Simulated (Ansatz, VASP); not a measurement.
**Two plane-wave programs on K**

INCAR

```
ALGO = Fast
EDIFF = 1E-6
ENCUT = 520
GGA = PS
ISIF = 2
ISMEAR = 0
LASPH = T
LCHARG = T
LELF = T
LREAL = F
LVHAR = T
LWAVE = F
NBANDS = 10
NELM = 100
PREC = Accurate
SIGMA = 0.1
```

File KPOINTS:

```
k-points
0
Gamma
  6 6 6
```

The input POSCAR:

```
K
1.0
   -2.0394069903      2.0394069903      2.0394069903
    2.0394069903     -2.0394069903      2.0394069903
    2.0394069903      2.0394069903     -2.0394069903
K
1
Direct
    0.0000000000      0.0000000000      0.0000000000
```

Input for Ansatz:

```yaml
crystal:
  lattice:
    - [-2.0394069903, 2.0394069903, 2.0394069903]
    - [2.0394069903, -2.0394069903, 2.0394069903]
    - [2.0394069903, 2.0394069903, -2.0394069903]
  atoms:
    - { symbol: K, position: [0.0, 0.0, 0.0] }
basis:
  ecutwfc: 420
kpoints:
  mp_grid: { grid: [6, 6, 6] }
hamiltonian:
  xc: pbesol
scf:
  occupations: { method: gaussian, width: 0.1 }
output:
  forces: true
  stress: true
  eigenvalues: true
```

Alike in both runs: task single point; functional PBEsol; k mesh 6 × 6 × 6; occupations gaussian, width 0.1 eV; no spin polarisation.

|  | VASP | Ansatz |
| --- | --- | --- |
| version | VASP 6.6.1 | Ansatz 0.2.0 |
| potentials or method | VASP PAW PBE potentials, release 64 (K_sv), cutoff 520 eV | scalar-relativistic, plane waves, PAW |
| valence electrons in the cell | 9 | 9 |

```csv
,VASP,Ansatz,Ansatz less VASP
gap on the k mesh at the Fermi level (eV),none,none,-
pressure (GPa),10.4,10.4,0.00
```

VASP's potentials were made for PBE, not for PBEsol. A gap of «none» marks a metal or a gap that the smearing closes. With one functional, cell and mesh, what is left measures potentials, basis and numerics.

The k mesh is coarse, so the values compare programs but aren't converged.
